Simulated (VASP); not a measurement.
# Ru (P6_3/mmc) in VASP: further runs, part 2 of 2

VASP 6.6.1.

## (3) Relaxation of cell and atoms, PBE

This run uses another cell than the first one, of 13.50 Å³/atom.

INCAR reads:

```
SYSTEM = Ru
PREC = Accurate
ENCUT = 600
EDIFF = 1E-7
ISMEAR = 0
SIGMA = 0.05
LREAL = .FALSE.
LASPH = .TRUE.
NELM = 80
ALGO = Fast
ISIF = 3
LWAVE = .FALSE.
LCHARG = .FALSE.
GGA = PE
IBRION = 2
NSW = 80
EDIFFG = -0.01
```

KPOINTS reads:

```
Automatic mesh
0
G
  18 18 10
  0 0 0
```

POSCAR reads:

```
Ru
1.0
    2.7000000000      0.0000000000      0.0000000000
   -1.3500000000      2.3382685902      0.0000000000
    0.0000000000      0.0000000000      4.2768000000
Ru
2
Direct
    0.3333333333      0.6666666667      0.7500000000
    0.6666666667      0.3333333333      0.2500000000
```

Potentials or basis: VASP PAW PBE potentials, release 64 (Ru_pv).

Command:

```sh
> cat potpaw_PBE.64/Ru_pv/POTCAR > POTCAR
> mpirun -np 1 vasp_std > vasp.out
```

OUTCAR:

```text
SYSTEM = Ru
   PREC = Accurate
   ENCUT = 600
   EDIFF = 1E-7
   ISMEAR = 0
   LREAL = .FALSE.
   LASPH = .TRUE.
   NELM = 80
   ISIF = 3
   GGA = PE
   IBRION = 2
   NSW = 80
   EDIFFG = -0.01

 ion  position               nearest neighbor table
   1  0.333  0.667  0.750-   2 2.65   2 2.65   2 2.65   2 2.65   2 2.65   2 2.65
   2  0.667  0.333  0.250-   1 2.65   1 2.65   1 2.65   1 2.65   1 2.65   1 2.65

  LATTYP: Found a hexagonal cell.
 ALAT       =     2.7000000000
 C/A-ratio  =     1.5840000000

  Lattice vectors:

 A1 = (   2.7000000000,   0.0000000000,   0.0000000000)
 A2 = (  -1.3500000000,   2.3382685902,   0.0000000000)
 A3 = (   0.0000000000,   0.0000000000,   4.2768000000)

Analysis of symmetry for initial positions (statically):
=====================================================================
 Subroutine PRICEL returns:
 Original cell was already a primitive cell.

 Routine SETGRP: Setting up the symmetry group for a
 hexagonal supercell.

 Subroutine GETGRP returns: Found 24 space group operations
 (whereof 12 operations were pure point group operations)
 out of a pool of 24 trial point group operations.

The static configuration has the point symmetry D_3d.
 The point group associated with its full space group is D_6h.

Analysis of symmetry for dynamics (positions and initial velocities):
=====================================================================
 Subroutine PRICEL returns:
 Original cell was already a primitive cell.

 Routine SETGRP: Setting up the symmetry group for a
 hexagonal supercell.

 Subroutine GETGRP returns: Found 24 space group operations
 (whereof 12 operations were pure point group operations)
 out of a pool of 24 trial point group operations.

The dynamic configuration has the point symmetry D_3d.
 The point group associated with its full space group is D_6h.

 Subroutine INISYM returns: Found 24 space group operations
 (whereof 12 operations are pure point group operations),
[... 126 lines left out ...]
   LRPA    =     F    only Hartree local field effects (RPA)
 conjugate gradient relaxation of ions
 non-spin polarized calculation
 RMM-DIIS sequential band-by-band and
 Gauss-broadening in eV      SIGMA  =   0.05
  energy-cutoff  :      600.00
  volume of cell :       27.00
 maximum number of plane-waves:       929
 NGX is ok and might be reduce to    24
   NGX = 11   NGY = 11   NGZ = 17

--------------------------------------- Ionic step        1  -------------------------------------------

 number of electron      28.0000000 magnetization

 Free energy of the ion-electron system (eV)
  ---------------------------------------------------
  ext. energy  EPLUGINS =         0.00000000
  ---------------------------------------------------
  free energy    TOTEN  =       -18.45809821 eV

  energy without entropy =      -18.45563880  energy(sigma->0) =      -18.45686851

------------------------ aborting loop because EDIFF is reached ----------------------------------------

  FORCE on cell =-STRESS in cart. coord.  units (eV):
  Direction    XX          YY          ZZ          XY          YZ          ZX
  --------------------------------------------------------------------------------------
  -------------------------------------------------------------------------------------
  Total        1.0696791      1.0696791      0.9748592     -0.0000000      0.0000000      0.0000000
  in kB       63.4727041     63.4727041     57.8462720     -0.0000000      0.0000000      0.0000000
  external PRESSURE =      61.5972267 kB  Pullay stress =       0.0000000 kB
[... 167 lines left out ...]
--------------------------------------- Ionic step        6  -------------------------------------------

 number of electron      28.0000004 magnetization

 Free energy of the ion-electron system (eV)
  ---------------------------------------------------
  ext. energy  EPLUGINS =         0.00000000
  ---------------------------------------------------
  free energy    TOTEN  =       -18.46782347 eV

  energy without entropy =      -18.46518702  energy(sigma->0) =      -18.46650525

 E-fermi :  12.5896     XC(G=0): -14.0373

 val. band max:       12.5852690020   @ k =   0.1667   0.0000   0.4000
 cond. band min:      12.5924675350   @ k =   0.1667   0.1111   0.3000
 fundamental gap:      0.0071985330
 Fermi energy:        12.5896269229

 k-point     1 :       0.0000    0.0000    0.0000
  band No.  band energies     occupation
      1     -30.9983      2.00000
      2     -30.1042      2.00000
      3     -30.1042      2.00000
      4     -29.9398      2.00000
      5     -29.9398      2.00000
      6     -29.9008      2.00000
[... 481 lines left out ...]
      5     -30.1796      2.00000
      6     -30.1044      2.00000
[... 10 lines left out ...]
     17      16.2828      0.00000
     18      19.8934      0.00000

 [... further k-points ...]

------------------------ aborting loop because EDIFF is reached ----------------------------------------

  FORCE on cell =-STRESS in cart. coord.  units (eV):
  Direction    XX          YY          ZZ          XY          YZ          ZX
  --------------------------------------------------------------------------------------
  -------------------------------------------------------------------------------------
  Total       -0.0010137     -0.0010137     -0.0023668      0.0000000      0.0000000      0.0000000
  in kB       -0.0590259     -0.0590259     -0.1378176      0.0000000      0.0000000      0.0000000
  external PRESSURE =      -0.0852898 kB  Pullay stress =       0.0000000 kB
[... 17 lines left out ...]
  FREE ENERGIE OF THE ION-ELECTRON SYSTEM (eV)
  ---------------------------------------------------
  free  energy   TOTEN  =       -18.4678234682 eV

  energy  without entropy=      -18.4651870241  energy(sigma->0) =      -18.46650525

 reached required accuracy - stopping structural energy minimisation
```

It took 4.1 min on 1 thread of Intel Xeon Platinum 8488C (Sapphire Rapids), shared host; peak memory 0.24 GiB.

Results:

| Property | Result |
| --- | --- |
| Free energy | -18.4678 eV |
| Relaxed volume | 13.76 Å³/atom |
| Relaxed cell | a = 2.719 Å, b = 2.719 Å, c = 4.297 Å, α = 90.00°, β = 90.00°, γ = 120.00° |
| Space group after relaxing (to 0.1 Å) | P6_3/mmc (No. 194) |
| Energy gained by relaxing | 4.9 meV/atom |
| Ionic steps | 6 |
| Pressure after relaxing | 0.0 GPa |
| Band gap on the k mesh | zero (bands 14 and 15 overlap by 3.07 eV) |

Step by step:
```
step  energy change (eV)  largest force (eV/Å)  pressure (GPa)  volume (Å³)
   1              0.0000                0.0000            6.16        27.00
   2              0.0686                0.0000          -15.17        29.08
   3             -0.0097                0.0000           -0.13        27.52
   4             -0.0097                0.0000           -0.01        27.51
   5             -0.0097                0.0000            0.00        27.51
   6             -0.0097                0.0000           -0.01        27.51
```

Final structure:
```
Ru
1.0
     2.71904    0.00000    0.00000
    -1.35952    2.35476    0.00000
     0.00000    0.00000    4.29735
Ru
2
Cartesian
  0.0000 1.5698 3.2230
  1.3595 0.7849 1.0743
```

Levels at points of the mesh, in eV from the Fermi level:
| k point | band 10 | band 11 | band 12 | band 13 | band 14 | band 15 | band 16 | band 17 | band 18 |
| --- | --- | --- | --- | --- | --- | --- | --- | --- | --- |
| (0.00, 0.00, 0.00) | -2.53 | -2.35 | -1.86 | -1.86 | -1.36 | -1.36 | 1.17 | 1.17 | 1.30 |
| (0.50, 0.00, 0.00) | -2.95 | -2.02 | -1.76 | -1.47 | 1.40 | 1.81 | 1.89 | 4.00 | 6.04 |
| (0.00, 0.00, 0.50) | -2.70 | -2.70 | -2.70 | -2.65 | -2.65 | 0.54 | 0.54 | 0.54 | 0.54 |
| (0.50, 0.00, 0.50) | -4.42 | -1.03 | -1.03 | 0.45 | 0.45 | 1.65 | 1.65 | 3.36 | 3.36 |
